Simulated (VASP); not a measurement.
# InP (I-4m2) in VASP: notebook, part 2 of 2

VASP 6.6.1. Earlier steps stand in the parts before.

## (5) Single point, r2SCAN (uniaxial x strain -5.0%)

POSCAR

```
InP
1.0
    0.0000000000      2.9537876506      2.9537876506
    2.8060982681      0.0000000000      2.9537876506
    2.8060982681      2.9537876506      0.0000000000
In P
1 1
Direct
    0.0000000000      0.0000000000      0.0000000000
    0.2500000000      0.2500000000      0.2500000000
```

INCAR.step1

```
SYSTEM = InP
PREC     = Accurate       ! precision mode
ENCUT    = 520            ! plane-wave cutoff, eV
ISMEAR   = 0              ! smearing method
SIGMA    = 0.01           ! smearing width, eV
LREAL    = .False.        ! projectors in reciprocal space
LASPH    = .True.         ! aspherical terms in the spheres
NELM     = 60             ! most SCF steps
NBANDS   = 16             ! bands
GGA      = PE             ! functional
ALGO     = Normal         ! electronic algorithm
EDIFF    = 1E-4           ! SCF threshold, eV
LWAVE    = .True.         ! write WAVECAR
LCHARG   = .False.        ! write CHGCAR
```

INCAR.step2

```
SYSTEM = InP
PREC     = Accurate       ! precision mode
ENCUT    = 520            ! plane-wave cutoff, eV
EDIFF    = 1E-6           ! SCF threshold, eV
ISMEAR   = 0              ! smearing method
SIGMA    = 0.01           ! smearing width, eV
LREAL    = .False.        ! projectors in reciprocal space
LASPH    = .True.         ! aspherical terms in the spheres
NELM     = 60             ! most SCF steps
ALGO     = Normal         ! electronic algorithm
ISIF     = 2              ! what is computed and relaxed
LWAVE    = .False.        ! write WAVECAR
LCHARG   = .False.        ! write CHGCAR
METAGGA  = R2SCAN         ! meta-GGA
LMIXTAU  = .True.       
NBANDS   = 16             ! bands
ISTART   = 1
```

KPOINTS

```
regular mesh
0
Gamma
  8 8 8
  0 0 0
```

Potentials or basis: VASP PAW PBE potentials, release 64 (In_d, P).

Command:

```
cat potpaw_PBE.64/In_d/POTCAR potpaw_PBE.64/P/POTCAR > POTCAR
cp INCAR.step1 INCAR
mpirun -np 1 vasp_std > vasp.out
cp INCAR.step2 INCAR
mpirun -np 1 vasp_std > vasp.out
```

OUTCAR:

```text
SYSTEM = InP
   PREC = Accurate
   ENCUT = 520
   EDIFF = 1E-6
   ISMEAR = 0
   LREAL = .False.
   LASPH = .True.
   NELM = 60
   ISIF = 2
   METAGGA = R2SCAN
   ISTART = 1

 ion  position               nearest neighbor table
   1  0.000  0.000  0.000-   2 2.52   2 2.52   2 2.52   2 2.52
   2  0.250  0.250  0.250-   1 2.52   1 2.52   1 2.52   1 2.52

  LATTYP: Found a body centered tetragonal cell.
 ALAT       =     4.1772865558
 C/A-ratio  =     1.3435028843

  Lattice vectors:

 A1 = (  -2.8060982681,   0.0000000000,  -2.9537876506)
 A2 = (  -2.8060982681,   0.0000000000,   2.9537876506)
 A3 = (   2.8060982681,   2.9537876506,   0.0000000000)

Analysis of symmetry for initial positions (statically):
=====================================================================
 Subroutine PRICEL returns:
 Original cell was already a primitive cell.

 Routine SETGRP: Setting up the symmetry group for a
 body centered tetragonal supercell.

 Subroutine GETGRP returns: Found  8 space group operations
 (whereof  8 operations were pure point group operations)
 out of a pool of 16 trial point group operations.

The static configuration has the point symmetry D_2d.

Analysis of symmetry for dynamics (positions and initial velocities):
=====================================================================
 Subroutine PRICEL returns:
 Original cell was already a primitive cell.

 Routine SETGRP: Setting up the symmetry group for a
 body centered tetragonal supercell.

 Subroutine GETGRP returns: Found  8 space group operations
 (whereof  8 operations were pure point group operations)
 out of a pool of 16 trial point group operations.

The dynamic configuration has the point symmetry D_2d.

 Subroutine INISYM returns: Found  8 space group operations
 (whereof  8 operations are pure point group operations),
 and found     1 'primitive' translations

----------------------------------------------------------------------------------------

[... 111 lines left out ...]
     AMIX     =   0.40;   BMIX     =  1.00
     AMIX_MAG =   1.60;   BMIX_MAG =  1.00
  volume/ion in A,a.u.               =      24.48       165.22
  Fermi-wavevector in a.u.,A,eV,Ry     =   1.172740  2.216158 18.712363  1.375320
  Thomas-Fermi vector in A             =   2.309164
   LORBIT       =      0    0 simple, 1 ext, 2 COOP (PROOUT), +10 PAW based schemes
   METAGGA = R2SCAN    functional components
   LHFCALC =     F    Hartree Fock is set to
   AEXX    =    0.0000 exact exchange contribution
   IVDW    =     0    specifies the selected vdW correction
   LEPSILON=     F    determine dielectric tensor
   LRPA    =     F    only Hartree local field effects (RPA)
 non-spin polarized calculation
 Gauss-broadening in eV      SIGMA  =   0.01
  energy-cutoff  :      520.00
  volume of cell :       48.97
 maximum number of plane-waves:      1339
   NGX = 15   NGY = 15   NGZ = 15

 number of electron      17.9999999 magnetization

 Free energy of the ion-electron system (eV)
  ---------------------------------------------------
  ext. energy  EPLUGINS =         0.00000000
  ---------------------------------------------------
  free energy    TOTEN  =       -32.25791439 eV

  energy without entropy =      -32.25791439  energy(sigma->0) =      -32.25791439

 E-fermi :   5.5980     XC(G=0): -10.0139

 val. band max:        5.4769757100   @ k =   0.0000   0.0000   0.0000
 cond. band min:       6.6392021610   @ k =   0.0000   0.0000   0.0000
 fundamental gap:      1.1622264510
 Fermi energy:         5.5979675377

 k-point     1 :       0.0000    0.0000    0.0000
  band No.  band energies     occupation
      1      -9.4001      2.00000
      2      -9.4001      2.00000
      3      -9.3787      2.00000
      4      -9.2038      2.00000
      5      -9.1968      2.00000
      6      -6.8715      2.00000
[... 433 lines left out ...]
      3      -9.3414      2.00000
      4      -9.1978      2.00000
      5      -9.1949      2.00000
      6      -5.7590      2.00000
[... 8 lines left out ...]
     15      15.5116      0.00000
     16      16.6642      0.00000

 [... further k-points ...]

------------------------ aborting loop because EDIFF is reached ----------------------------------------

  FORCE on cell =-STRESS in cart. coord.  units (eV):
  Direction    XX          YY          ZZ          XY          YZ          ZX
  --------------------------------------------------------------------------------------
  -------------------------------------------------------------------------------------
  Total        1.5316736      0.9331130      0.9331130      0.0000000      0.0000000     -0.0000000
  in kB       50.1170383     30.5318705     30.5318705      0.0000000      0.0000000     -0.0000000
  external PRESSURE =      37.0602598 kB  Pullay stress =       0.0000000 kB

 VOLUME and BASIS-vectors are now :
 -----------------------------------------------------------------------------
  energy-cutoff  :      520.00
  volume of cell :       48.97
      direct lattice vectors                 reciprocal lattice vectors
     0.000000000  2.953787651  2.953787651    -0.178183354  0.169274186  0.169274186
     2.806098268  0.000000000  2.953787651     0.178183354 -0.169274186  0.169274186
     2.806098268  2.953787651  0.000000000     0.178183354  0.169274186 -0.169274186

 POSITION                                       TOTAL-FORCE (eV/Angst)
 -----------------------------------------------------------------------------------
      0.00000      0.00000      0.00000        -0.000000     -0.000000     -0.000000
      1.40305      1.47689      1.47689         0.000000      0.000000      0.000000
 -----------------------------------------------------------------------------------
    total drift:                                0.000048      0.000014      0.000014

  FREE ENERGIE OF THE ION-ELECTRON SYSTEM (eV)
  ---------------------------------------------------
  free  energy   TOTEN  =       -32.2579143878 eV

  energy  without entropy=      -32.2579143878  energy(sigma->0) =      -32.25791439
```

Run time: 86 s. Hardware: 1 thread of Intel Xeon Platinum 8488C (Sapphire Rapids), shared host; peak memory 0.2 GiB.

Results:

```yaml
Free_energy: -32.2579 eV
Pressure: 3.7 GPa
Band_gap_on_the_k_mesh: 1.16 eV, direct
```

Stress tensor (GPa, compression positive):
```
5.01 0.00 0.00
0.00 3.05 0.00
0.00 0.00 3.05
```

Caveat: the cell differs from its parent crystal (uniaxial x strain -5.0%); the PAW data sets were made with another functional, which shifts forces and pressure a little; spin-orbit coupling is left out, which moves the levels of the heavy elements. A k mesh can miss the band edges.

## (6) Single point, r2SCAN (epitaxial xy strain +1.5%)

POSCAR

```
InP
1.0
    0.0000000000      2.9980944654      2.9038910740
    2.9980944654      0.0000000000      2.9038910740
    2.9980944654      2.9980944654      0.0000000000
In P
1 1
Direct
    0.0000000000      0.0000000000      0.0000000000
    0.2500000000      0.2500000000      0.2500000000
```

INCAR.step1 is that of step 5.

INCAR.step2 is that of step 5.

KPOINTS

```
Automatic mesh
0
Gamma
  8 8 8
  0 0 0
```

Potentials or basis: VASP PAW PBE potentials, release 64 (In_d, P).

Command:

```
cat potpaw_PBE.64/In_d/POTCAR potpaw_PBE.64/P/POTCAR > POTCAR
cp INCAR.step1 INCAR
mpirun -np 1 vasp_std > vasp.out
cp INCAR.step2 INCAR
mpirun -np 1 vasp_std > vasp.out
```

OUTCAR:

```text
SYSTEM = InP
   PREC = Accurate
   ENCUT = 520
   EDIFF = 1E-6
   ISMEAR = 0
   LREAL = .False.
   LASPH = .True.
   NELM = 60
   ISIF = 2
   METAGGA = R2SCAN
   ISTART = 1

 ion  position               nearest neighbor table
   1  0.000  0.000  0.000-   2 2.57   2 2.57   2 2.57   2 2.57
   2  0.250  0.250  0.250-   1 2.57   1 2.57   1 2.57   1 2.57

  LATTYP: Found a body centered tetragonal cell.
 ALAT       =     4.2399458542
 C/A-ratio  =     1.3697774329

  Lattice vectors:

[... 644 lines left out ...]

  FORCE on cell =-STRESS in cart. coord.  units (eV):
  Direction    XX          YY          ZZ          XY          YZ          ZX
  --------------------------------------------------------------------------------------
  -------------------------------------------------------------------------------------
  Total       -0.4705312     -0.4705312     -0.0279924      0.0000000     -0.0000000      0.0000000
  in kB      -14.4410267    -14.4410267     -0.8591130      0.0000000     -0.0000000      0.0000000
  external PRESSURE =      -9.9137221 kB  Pullay stress =       0.0000000 kB

 VOLUME and BASIS-vectors are now :
 -----------------------------------------------------------------------------
  energy-cutoff  :      520.00
  volume of cell :       52.20
      direct lattice vectors                 reciprocal lattice vectors
     0.000000000  2.998094465  2.903891074    -0.166772597  0.166772597  0.172182767
     2.998094465  0.000000000  2.903891074     0.166772597 -0.166772597  0.172182767
     2.998094465  2.998094465  0.000000000     0.166772597  0.166772597 -0.172182767

 POSITION                                       TOTAL-FORCE (eV/Angst)
 -----------------------------------------------------------------------------------
      0.00000      0.00000      0.00000        -0.000000     -0.000000     -0.000000
      1.49905      1.49905      1.45195         0.000000      0.000000      0.000000
 -----------------------------------------------------------------------------------
    total drift:                                0.000002      0.000002     -0.000010

  FREE ENERGIE OF THE ION-ELECTRON SYSTEM (eV)
  ---------------------------------------------------
  free  energy   TOTEN  =       -32.2904579246 eV

  energy  without entropy=      -32.2904579246  energy(sigma->0) =      -32.29045792
```

OUTCAR.step1:

```text
SYSTEM = InP
   PREC = Accurate
   ENCUT = 520
   ISMEAR = 0
   LREAL = .False.
   LASPH = .True.
[... 678 lines left out ...]
      0.00000      0.00000      0.00000        -0.000000     -0.000000      0.000000
      1.49905      1.49905      1.45195         0.000000      0.000000      0.000000
 -----------------------------------------------------------------------------------
    total drift:                               -0.000000     -0.000000     -0.000000

  FREE ENERGIE OF THE ION-ELECTRON SYSTEM (eV)
  ---------------------------------------------------
  free  energy   TOTEN  =        -8.4000972964 eV

  energy  without entropy=       -8.4000972964  energy(sigma->0) =       -8.40009730
```

Run time: 84 s. Hardware: 1 thread of Intel Xeon Platinum 8488C (Sapphire Rapids), shared host; peak memory 0.21 GiB.

Results:

```yaml
Free_energy: -32.2905 eV
Pressure: -1.0 GPa
Band_gap_on_the_k_mesh: 0.85 eV, direct
```

Stress tensor (GPa, compression positive):
```
-1.44  0.00  0.00
 0.00 -1.44  0.00
 0.00  0.00 -0.09
```

Caveat: the cell differs from its parent crystal (epitaxial xy strain +1.5%); the PAW data sets were made with another functional, which shifts forces and pressure a little; spin-orbit coupling is left out, which moves the levels of the heavy elements.

## (7) Summary

```tsv
level	cell	k mesh	smearing	gap on the mesh (eV)	pressure (GPa)
PBE	a = 4.177, b = 4.074, c = 4.074 Å, angles 61.7, 59.2, 59.2°, 2 atoms	4 × 4 × 4	gaussian 0.01 eV	0.69	5.6
PBE	a = 4.174, b = 4.174, c = 4.240 Å, angles 59.5, 59.5, 61.1°, 2 atoms	4 × 4 × 4	gaussian 0.01 eV	0.40	0.9
PBE	a = 4.174, b = 4.174, c = 4.240 Å, angles 59.5, 59.5, 61.1°, 2 atoms	8 × 8 × 8	fermi-dirac 0.02 eV	0.42	0.7
r2SCAN	a = 4.177, b = 4.074, c = 4.074 Å, angles 61.7, 59.2, 59.2°, 2 atoms	8 × 8 × 8	gaussian 0.01 eV	1.16	3.7
r2SCAN	a = 4.174, b = 4.174, c = 4.240 Å, angles 59.5, 59.5, 61.1°, 2 atoms	8 × 8 × 8	gaussian 0.01 eV	0.85	-1.0
```

Alike in all rows: task single point; potentials or basis VASP PAW PBE potentials, release 64 (In_d, P); no spin polarisation; cutoff (eV) 520.

Caveats: some runs use coarse meshes; spin-orbit coupling is left out, which moves the levels of the heavy elements; the PAW data sets were made with another functional, which shifts forces and pressure a little (some runs).

Total energies depend on the potentials used, so only differences within one code and one set of settings carry meaning.
